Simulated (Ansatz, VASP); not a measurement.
## Si2C: VASP beside Ansatz

```xyz
3
Lattice="0.0000 3.0539 4.5651 1.4169 0.0000 4.5651 1.4169 3.0539 0.0000" Properties=species:S:1:pos:R:3 pbc="T T T"
Si    1.4169    3.0539    1.2687
Si    1.4169    3.0539    7.8616
C     1.4169    3.0539    4.5651
```

Alike in both runs: task relaxation of cell and atoms; functional PBE; k mesh 18 × 18 × 18; occupations gaussian, width 0.1 eV; no spin polarisation.

```csv
,VASP,Ansatz
version,VASP 6.6.1,Ansatz 0.2.0
potentials or method,"VASP PAW PBE potentials, release 64 (Si, C), cutoff 600 eV","scalar-relativistic, plane waves, PAW"
valence electrons in the cell,12,12
```

|  | VASP | Ansatz | Ansatz less VASP |
| --- | --- | --- | --- |
| gap on the k mesh at the Fermi level, each at its own relaxed structure (eV) | none | none | - |
| relaxed volume (Å³/atom) | 13.16 | 13.17 | +0.006 |
| relaxed cell length with the largest relative difference (Å) | 4.778 | 4.780 | +0.0016 |

A gap of «none» marks a metal or a gap that the smearing closes.
